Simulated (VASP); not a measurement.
# Be (P6_3/mmc) in VASP: notebook

Runs on Be. Level: PBE. Tasks: single point.

All numbers are computed with VASP 6.6.1; they aren't measurements. Logs are shortened: lines on timing, memory, paths and dates and some standing lists are left out, and cuts for length are marked.

## 1. The cell of the first run

Symmetry: P6_3/mmc, No. 194, hexagonal system. Conventional cell: a = 2.266 Å, b = 2.266 Å, c = 3.559 Å, α = 90.00°, β = 90.00°, γ = 120.00°. Within 2.9 Å of Be (site symmetry -6m2) lie 12 Be at 2.21 to 2.27 Å.

## 2. Single point, PBE

Contents of INCAR:

```
ALGO     = Normal         # electronic algorithm
EDIFF    = 1E-7           # SCF threshold, eV
ENCUT    = 520            # plane-wave cutoff, eV
GGA      = PE             # functional
ISIF     = 2              # what is computed and relaxed
ISMEAR   = -1             # smearing method
LASPH    = True           # aspherical terms in the spheres
LCHARG   = False          # write CHGCAR
LREAL    = False          # projectors in reciprocal space
LWAVE    = False          # write WAVECAR
NBANDS   = 9              # bands
NELM     = 60             # most SCF steps
PREC     = Accurate       # precision mode
SIGMA    = 0.6            # smearing width, eV
```

Contents of KPOINTS:

```
k-points
0
Gamma
  16 16 9
```

Contents of POSCAR:

```
Be
1.0
    2.2656737714      0.0000000000      0.0000000000
   -1.1328368857      1.9621310427      0.0000000000
    0.0000000000      0.0000000000      3.5587036811
Be
2
Direct
    0.3333333333      0.6666666667      0.2500000000
    0.6666666667      0.3333333333      0.7500000000
```

Potentials or basis: VASP PAW PBE potentials, release 64 (Be).

On the command line:

```sh
$ cat potpaw_PBE.64/Be/POTCAR > POTCAR
$ mpirun -np 1 vasp_std > vasp.out
```

OUTCAR:

```text
EDIFF = 1E-7
   ENCUT = 520
   GGA = PE
   ISIF = 2
   ISMEAR = -1
   LASPH = True
   LREAL = False
   NELM = 60
   PREC = Accurate

 ion  position               nearest neighbor table
   1  0.333  0.667  0.250-   2 2.21   2 2.21   2 2.21   2 2.21   2 2.21   2 2.21
   2  0.667  0.333  0.750-   1 2.21   1 2.21   1 2.21   1 2.21   1 2.21   1 2.21

  LATTYP: Found a hexagonal cell.
 ALAT       =     2.2656737714
 C/A-ratio  =     1.5707043644

  Lattice vectors:

 A1 = (   2.2656737714,   0.0000000000,   0.0000000000)
 A2 = (  -1.1328368857,   1.9621310427,   0.0000000000)
 A3 = (   0.0000000000,   0.0000000000,   3.5587036811)

Analysis of symmetry for initial positions (statically):
=====================================================================
 Subroutine PRICEL returns:
 Original cell was already a primitive cell.

 Routine SETGRP: Setting up the symmetry group for a
 hexagonal supercell.

 Subroutine GETGRP returns: Found 24 space group operations
 (whereof 12 operations were pure point group operations)
 out of a pool of 24 trial point group operations.

The static configuration has the point symmetry D_3d.
 The point group associated with its full space group is D_6h.

Analysis of symmetry for dynamics (positions and initial velocities):
=====================================================================
 Subroutine PRICEL returns:
 Original cell was already a primitive cell.

 Routine SETGRP: Setting up the symmetry group for a
 hexagonal supercell.

 Subroutine GETGRP returns: Found 24 space group operations
 (whereof 12 operations were pure point group operations)
 out of a pool of 24 trial point group operations.

The dynamic configuration has the point symmetry D_3d.
 The point group associated with its full space group is D_6h.

 Subroutine INISYM returns: Found 24 space group operations
 (whereof 12 operations are pure point group operations),
 and found     1 'primitive' translations

----------------------------------------------------------------------------------------

                                     Primitive cell

  volume of cell :      15.8204

  direct lattice vectors                    reciprocal lattice vectors
     2.265673771  0.000000000  0.000000000     0.441369809  0.254824978  0.000000000
    -1.132836886  1.962131043  0.000000000     0.000000000  0.509649956  0.000000000
     0.000000000  0.000000000  3.558703681     0.000000000  0.000000000  0.281001199
[... 88 lines left out ...]
   IBRION =     -1    ionic relax: 0-MD 1-quasi-New 2-CG
   NFREE  =      0    steps in history (QN), initial steepest desc. (CG)
   ISIF   =      2    stress and relaxation
   ISYM   =      2    0-nonsym 1-usesym 2-fastsym
   POTIM  = 0.5000    time-step for ionic-motion
   TEBEG  =    0.0;   TEEND  =   0.0 temperature during run
   PSTRESS=    0.0 pullay stress
   NELECT =       4.0000    total number of electrons
   NUPDOWN=      -1.0000    fix difference up-down
   EMIN   =  10.00;   EMAX   =-10.00  energy-range for DOS
   EFERMI =   0.00;   METHOD = LEGACY
   ISMEAR =    -1;   SIGMA  =   0.60  broadening in eV -4-tet -1-fermi 0-gaus
   EFERMI_NEDOS =   21; number of points for ismear=-14 and -15
   IALGO  =     38    algorithm
   IMIX   =      4    mixing-type and parameters
     AMIX     =   0.40;   BMIX     =  1.00
     AMIX_MAG =   1.60;   BMIX_MAG =  1.00
  volume/ion in A,a.u.               =       7.91        53.38
  Fermi-wavevector in a.u.,A,eV,Ry     =   1.035196  1.956236 14.580411  1.071630
  Thomas-Fermi vector in A             =   2.169527
   LORBIT       =      0    0 simple, 1 ext, 2 COOP (PROOUT), +10 PAW based schemes
   GGA     = PE    functional components
   LHFCALC =     F    Hartree Fock is set to
   AEXX    =    0.0000 exact exchange contribution
   IVDW    =     0    specifies the selected vdW correction
   LEPSILON=     F    determine dielectric tensor
   LRPA    =     F    only Hartree local field effects (RPA)
 non-spin polarized calculation
  energy-cutoff  :      520.00
  volume of cell :       15.82
 maximum number of plane-waves:       440
 NGX is ok and might be reduce to    18
   NGX =  9   NGY =  9   NGZ = 13

 number of electron       4.0000000 magnetization

 Free energy of the ion-electron system (eV)
  ---------------------------------------------------
  ext. energy  EPLUGINS =         0.00000000
  ---------------------------------------------------
  free energy    TOTEN  =        -7.66256477 eV

  energy without entropy =       -7.32537445  energy(sigma->0) =       -7.49396961

 E-fermi :   7.0230     XC(G=0): -10.6044

 val. band max:        6.9793059327   @ k =   0.3125   0.1250   0.0000
 cond. band min:       7.0310071162   @ k =   0.2500   0.2500   0.1111
 fundamental gap:      0.0517011834
 Fermi energy:         7.0229651518

 k-point     1 :       0.0000    0.0000    0.0000
  band No.  band energies     occupation
      1      -4.3281      2.00000
      2       2.6034      1.99874
      3       8.1738      0.25615
      4      22.9588      0.00000
      5      22.9588      0.00000
      6      25.8198      0.00000
      7      25.8198      0.00000
      8      27.9871      0.00000
      9      34.0865      0.00000
[... 265 lines left out ...]
 k-point    24 :       0.2500    0.1875    0.0000
  band No.  band energies     occupation
      1      -0.1597      1.99999
      2       7.9453      0.35386
      3       8.0404      0.31004
      4      10.8667      0.00330
      5      14.6841      0.00001
      6      18.9261      0.00000
      7      21.7579      0.00000
      8      22.8952      0.00000
      9      24.0995      0.00000

 [... further k-points ...]

------------------------ aborting loop because EDIFF is reached ----------------------------------------

  FORCE on cell =-STRESS in cart. coord.  units (eV):
  Direction    XX          YY          ZZ          XY          YZ          ZX
  --------------------------------------------------------------------------------------
  -------------------------------------------------------------------------------------
  Total        0.1322486      0.1322486      0.3060989      0.0000000      0.0000000      0.0000000
  in kB       13.3932034     13.3932034     30.9995301      0.0000000      0.0000000      0.0000000
  external PRESSURE =      19.2619790 kB  Pullay stress =       0.0000000 kB

 VOLUME and BASIS-vectors are now :
 -----------------------------------------------------------------------------
  energy-cutoff  :      520.00
  volume of cell :       15.82
      direct lattice vectors                 reciprocal lattice vectors
     2.265673771  0.000000000  0.000000000     0.441369809  0.254824978  0.000000000
    -1.132836886  1.962131043  0.000000000     0.000000000  0.509649956  0.000000000
     0.000000000  0.000000000  3.558703681     0.000000000  0.000000000  0.281001199

 POSITION                                       TOTAL-FORCE (eV/Angst)
 -----------------------------------------------------------------------------------
     -0.00000      1.30809      0.88968        -0.000000      0.000000      0.000000
      1.13284      0.65404      2.66903         0.000000     -0.000000      0.000000
 -----------------------------------------------------------------------------------
    total drift:                                0.000000     -0.000000      0.000000

  FREE ENERGIE OF THE ION-ELECTRON SYSTEM (eV)
  ---------------------------------------------------
  free  energy   TOTEN  =        -7.6625647710 eV

  energy  without entropy=       -7.3253744520  energy(sigma->0) =       -7.49396961
```

OSZICAR:

```text
N       E                     dE             d eps       ncg     rms          rms(c)
DAV:   1    -0.310251815255E+01   -0.31025E+01   -0.17827E+03  2724   0.364E+02
DAV:   2    -0.768035536778E+01   -0.45778E+01   -0.44282E+01  4216   0.534E+01
DAV:   3    -0.772616131007E+01   -0.45806E-01   -0.45541E-01  3036   0.370E+00
DAV:   4    -0.772623170618E+01   -0.70396E-04   -0.70385E-04  3365   0.149E-01
DAV:   5    -0.772623174425E+01   -0.38070E-07   -0.38551E-07  3032   0.324E-03    0.119E+00
DAV:   6    -0.768068626567E+01    0.45545E-01   -0.59061E-03  2942   0.773E-01    0.730E-01
DAV:   7    -0.766258677352E+01    0.18099E-01   -0.63467E-03  2924   0.804E-01    0.278E-02
DAV:   8    -0.766256599658E+01    0.20777E-04   -0.14118E-05  2943   0.310E-02    0.948E-03
DAV:   9    -0.766256507772E+01    0.91886E-06   -0.27015E-06  3100   0.138E-02    0.106E-03
DAV:  10    -0.766256490603E+01    0.17170E-06   -0.45204E-09  2493   0.541E-04    0.282E-04
DAV:  11    -0.766256477580E+01    0.13023E-06   -0.30160E-09  1536   0.480E-04    0.735E-06
DAV:  12    -0.766256477100E+01    0.48022E-08   -0.15142E-10  1501   0.106E-04
   1 F= -.76625648E+01 E0= -.74939696E+01  d E =-.337190E+00
```

Run time: 11 s. Hardware: 1 thread of Intel Xeon Platinum 8488C (Sapphire Rapids), shared host; peak memory 0.13 GiB.

Results:

| Item | Value |
| --- | --- |
| Free energy | -7.6626 eV |
| Pressure | 1.9 GPa |
| Band gap on the k mesh | zero (band 2 reaches 7.95 eV, above the bottom of band 3 at 6.35 eV) |

## 3. Single point, PBE

Contents of INCAR:

```
SYSTEM = Be
ALGO = Normal
EDIFF = 1E-6
ENCUT = 520
GGA = PE
ISIF = 2
ISMEAR = -1
LASPH = .TRUE.
LCHARG = .TRUE.
LELF = .TRUE.
LREAL = .FALSE.
LVHAR = .TRUE.
LWAVE = .FALSE.
NBANDS = 9
NELM = 60
PREC = Accurate
SIGMA = 1.0
```

Contents of KPOINTS:

```
k-points
0
G
  16 16 9
  0 0 0
```

POSCAR is that of step 2.

Potentials or basis: VASP PAW PBE potentials, release 64 (Be).

On the command line:

```sh
$ cat potpaw_PBE.64/Be/POTCAR > POTCAR
$ mpirun -np 1 vasp_std > vasp.out
```

Wall time 8.9 s (1 thread of Intel Xeon Platinum 8488C (Sapphire Rapids), shared host); peak memory 0.13 GiB.

The run converged. Its results:

```yaml
Free_energy: -8.0156 eV
Pressure: 6.2 GPa
Band_gap_on_the_k_mesh: zero (band 2 reaches 7.94 eV, above the bottom of band 3 at 6.35 eV)
```

Stress tensor (GPa, compression positive):
```
5.04 0.00 0.00
0.00 5.04 0.00
0.00 0.00 8.63
```

Levels at points of the mesh, in eV from the Fermi level:
| k point | band 1 | band 2 | band 3 | band 4 | band 5 | band 6 | band 7 |
| --- | --- | --- | --- | --- | --- | --- | --- |
| (0.00, 0.00, 0.00) | -11.27 | -4.34 | 1.23 | 16.02 | 16.02 | 18.88 | 18.88 |
| (0.50, 0.00, 0.00) | -4.93 | -3.07 | 3.71 | 6.58 | 6.86 | 9.45 | 10.20 |

## 4. Single point, PBE

Contents of INCAR:

```
  ALGO = Normal
  EDIFF = 1E-7
  ENCUT = 520
  GGA = PE
  ISIF = 2
  ISMEAR = 0
  LASPH = T
  LCHARG = F
  LREAL = F
  LWAVE = F
  NBANDS = 9
  NELM = 60
  PREC = Accurate
  SIGMA = 0.01
```

Contents of KPOINTS:

```
k-points
0
Gamma
  16 16 9
```

POSCAR is that of step 3.

Potentials or basis: VASP PAW PBE potentials, release 64 (Be).

On the command line:

```sh
$ cat potpaw_PBE.64/Be/POTCAR > POTCAR
$ mpirun -np 1 vasp_std > vasp.out
```

OUTCAR:

```text
EDIFF = 1E-7
   ENCUT = 520
   GGA = PE
   ISIF = 2
   ISMEAR = 0
   LASPH = T
   LREAL = F
   NELM = 60
   PREC = Accurate

 ion  position               nearest neighbor table
   1  0.333  0.667  0.250-   2 2.21   2 2.21   2 2.21   2 2.21   2 2.21   2 2.21
   2  0.667  0.333  0.750-   1 2.21   1 2.21   1 2.21   1 2.21   1 2.21   1 2.21

  LATTYP: Found a hexagonal cell.
 ALAT       =     2.2656737714
 C/A-ratio  =     1.5707043644

  Lattice vectors:

 A1 = (   2.2656737714,   0.0000000000,   0.0000000000)
 A2 = (  -1.1328368857,   1.9621310427,   0.0000000000)
 A3 = (   0.0000000000,   0.0000000000,   3.5587036811)

Analysis of symmetry for initial positions (statically):
=====================================================================
 Subroutine PRICEL returns:
 Original cell was already a primitive cell.

 Routine SETGRP: Setting up the symmetry group for a
 hexagonal supercell.

 Subroutine GETGRP returns: Found 24 space group operations
 (whereof 12 operations were pure point group operations)
 out of a pool of 24 trial point group operations.

The static configuration has the point symmetry D_3d.
 The point group associated with its full space group is D_6h.

Analysis of symmetry for dynamics (positions and initial velocities):
=====================================================================
 Subroutine PRICEL returns:
 Original cell was already a primitive cell.

 Routine SETGRP: Setting up the symmetry group for a
 hexagonal supercell.

 Subroutine GETGRP returns: Found 24 space group operations
 (whereof 12 operations were pure point group operations)
 out of a pool of 24 trial point group operations.

The dynamic configuration has the point symmetry D_3d.
 The point group associated with its full space group is D_6h.

[... 119 lines left out ...]
  volume/ion in A,a.u.               =       7.91        53.38
  Fermi-wavevector in a.u.,A,eV,Ry     =   1.035196  1.956236 14.580411  1.071630
  Thomas-Fermi vector in A             =   2.169527
   LORBIT       =      0    0 simple, 1 ext, 2 COOP (PROOUT), +10 PAW based schemes
   GGA     = PE    functional components
   LHFCALC =     F    Hartree Fock is set to
   AEXX    =    0.0000 exact exchange contribution
   IVDW    =     0    specifies the selected vdW correction
   LEPSILON=     F    determine dielectric tensor
   LRPA    =     F    only Hartree local field effects (RPA)
 non-spin polarized calculation
 Gauss-broadening in eV      SIGMA  =   0.01
  energy-cutoff  :      520.00
  volume of cell :       15.82
 maximum number of plane-waves:       440
 NGX is ok and might be reduce to    18
   NGX =  9   NGY =  9   NGZ = 13

 number of electron       4.0000000 magnetization

 Free energy of the ion-electron system (eV)
  ---------------------------------------------------
  ext. energy  EPLUGINS =         0.00000000
  ---------------------------------------------------
  free energy    TOTEN  =        -7.53835283 eV

  energy without entropy =       -7.53835276  energy(sigma->0) =       -7.53835279

 E-fermi :   7.0065     XC(G=0): -10.6038

 val. band max:        6.9804458911   @ k =   0.3125   0.1250   0.0000
 cond. band min:       7.0325407174   @ k =   0.2500   0.2500   0.1111
 fundamental gap:      0.0520948264
 Fermi energy:         7.0064932690

 k-point     1 :       0.0000    0.0000    0.0000
  band No.  band energies     occupation
      1      -4.3276      2.00000
      2       2.6047      2.00000
      3       8.1741      0.00000
      4      22.9599      0.00000
      5      22.9599      0.00000
      6      25.8197      0.00000
      7      25.8197      0.00000
      8      27.9892      0.00000
      9      34.0856      0.00000
[... 265 lines left out ...]
 k-point    24 :       0.2500    0.1875    0.0000
  band No.  band energies     occupation
      1      -0.1594      2.00000
      2       7.9470      0.00000
      3       8.0417      0.00000
      4      10.8668      0.00000
      5      14.6839      0.00000
      6      18.9285      0.00000
      7      21.7585      0.00000
      8      22.8959      0.00000
      9      24.0982      0.00000

 [... further k-points ...]

------------------------ aborting loop because EDIFF is reached ----------------------------------------

  FORCE on cell =-STRESS in cart. coord.  units (eV):
  Direction    XX          YY          ZZ          XY          YZ          ZX
  --------------------------------------------------------------------------------------
  -------------------------------------------------------------------------------------
  Total        0.0265787      0.0265787     -0.0071447      0.0000000      0.0000000      0.0000000
  in kB        2.6917006      2.6917006     -0.7235662      0.0000000      0.0000000      0.0000000
  external PRESSURE =       1.5532784 kB  Pullay stress =       0.0000000 kB

 VOLUME and BASIS-vectors are now :
 -----------------------------------------------------------------------------
  energy-cutoff  :      520.00
  volume of cell :       15.82
      direct lattice vectors                 reciprocal lattice vectors
     2.265673771  0.000000000  0.000000000     0.441369809  0.254824978  0.000000000
    -1.132836886  1.962131043  0.000000000     0.000000000  0.509649956  0.000000000
     0.000000000  0.000000000  3.558703681     0.000000000  0.000000000  0.281001199

 POSITION                                       TOTAL-FORCE (eV/Angst)
 -----------------------------------------------------------------------------------
     -0.00000      1.30809      0.88968         0.000000      0.000000      0.000000
      1.13284      0.65404      2.66903        -0.000000      0.000000      0.000000
 -----------------------------------------------------------------------------------
    total drift:                                0.000000     -0.000000      0.000000

  FREE ENERGIE OF THE ION-ELECTRON SYSTEM (eV)
  ---------------------------------------------------
  free  energy   TOTEN  =        -7.5383528266 eV

  energy  without entropy=       -7.5383527601  energy(sigma->0) =       -7.53835279
```

Wall time 10 s (1 thread of Intel Xeon Platinum 8488C (Sapphire Rapids), shared host); peak memory 0.13 GiB.

Results:

* Free energy: -7.5384 eV
* Pressure: 0.2 GPa
* Band gap on the k mesh: zero (band 2 reaches 7.95 eV, above the bottom of band 3 at 6.35 eV)

Stress tensor (GPa, compression positive):
```
 0.27  0.00  0.00
 0.00  0.27  0.00
 0.00  0.00 -0.07
```

Levels at points of the mesh, in eV from the Fermi level:
```csv
k point,band 1,band 2,band 3,band 4,band 5,band 6,band 7
"(0.00, 0.00, 0.00)",-11.33,-4.40,1.17,15.95,15.95,18.81,18.81
"(0.50, 0.00, 0.00)",-5.00,-3.13,3.65,6.52,6.80,9.38,10.14
```

## 5. Overview

| smearing | gap on the mesh (eV) | pressure (GPa) |
| --- | --- | --- |
| fermi-dirac 0.6 eV | none | 1.9 |
| fermi-dirac 1 eV | none | 6.2 |
| gaussian 0.01 eV | none | 0.2 |

Alike in all rows: task single point; level PBE; potentials or basis VASP PAW PBE potentials, release 64 (Be); no spin polarisation; cell as given; k mesh 16 × 16 × 9; cutoff (eV) 520.

Every run on the cell as given and a fine mesh finds a metal.

Absolute energies hang on the potentials; compare differences alone.
